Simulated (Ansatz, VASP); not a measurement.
Ti27SnC26 in VASP and in Ansatz

```
CELL_PARAMETERS angstrom
0.00000 6.47790 6.47790
6.47790 0.00000 6.47790
6.47790 6.47790 0.00000
ATOMIC_POSITIONS crystal
Ti 0.99982 0.99982 0.99982
Ti 0.97929 0.97929 0.35404
Ti 0.99982 0.99982 0.66719
Ti 0.97929 0.35404 0.97929
Ti 0.97929 0.35404 0.35404
Ti 0.00142 0.33191 0.66667
Ti 0.99982 0.66719 0.99982
Ti 0.00142 0.66667 0.33191
Ti 0.00142 0.66667 0.66667
Ti 0.35404 0.97929 0.97929
Ti 0.35404 0.97929 0.35404
Ti 0.33191 0.00142 0.66667
Ti 0.35404 0.35404 0.97929
Ti 0.33351 0.33351 0.33351
Ti 0.33351 0.33351 0.66614
Ti 0.33191 0.66667 0.00142
Ti 0.33351 0.66614 0.33351
Ti 0.33191 0.66667 0.66667
Ti 0.66719 0.99982 0.99982
Ti 0.66667 0.00142 0.33191
Ti 0.66667 0.00142 0.66667
Ti 0.66667 0.33191 0.00142
Ti 0.66614 0.33351 0.33351
Ti 0.66667 0.33191 0.66667
Ti 0.66667 0.66667 0.00142
Ti 0.66667 0.66667 0.33191
Ti 0.66667 0.66667 0.66667
Sn 0.16667 0.16667 0.16667
C 0.16667 0.16667 0.50114
C 0.16667 0.16667 0.83220
C 0.16667 0.50114 0.16667
C 0.16775 0.49964 0.49964
C 0.16667 0.50114 0.83220
C 0.16667 0.83220 0.16667
C 0.16667 0.83220 0.50114
C 0.16559 0.83369 0.83369
C 0.50114 0.16667 0.16667
C 0.49964 0.16775 0.49964
C 0.50114 0.16667 0.83220
C 0.49964 0.49964 0.16775
C 0.49964 0.49964 0.49964
C 0.50455 0.50455 0.82879
C 0.50114 0.83220 0.16667
C 0.50455 0.82879 0.50455
C 0.50455 0.82879 0.82879
C 0.83220 0.16667 0.16667
C 0.83220 0.16667 0.50114
C 0.83369 0.16559 0.83369
C 0.83220 0.50114 0.16667
C 0.82879 0.50455 0.50455
C 0.82879 0.50455 0.82879
C 0.83369 0.83369 0.16559
C 0.82879 0.82879 0.50455
C 0.83369 0.83369 0.83369
```

Alike in both runs: functional PBE; k mesh 3 × 3 × 3; occupations fermi-dirac, width 0.01 eV; no spin polarisation.

Ansatz relaxed the structure, and its values are those at the end. VASP's run is a single point on that final structure, the one shown.

|  | VASP | Ansatz |
| --- | --- | --- |
| version | VASP 6.6.1 | Ansatz 0.2.0 |
| potentials or method | VASP PAW PBE potentials, release 64 (Ti_sv, Sn_d, C) | plane-wave PAW, scalar-relativistic |
| plane-wave cutoff (eV) | 520 | 420 |
| valence electrons in the cell | 442 | 442 |

|  | VASP | Ansatz | Ansatz less VASP |
| --- | --- | --- | --- |
| pressure (GPa) | 11.8 | 11.6 | -0.17 |
| rms of the force components (eV/Å) | 0.004 | 0.001 | -0.0028 |

Ansatz's warnings: stress scf threshold loose.
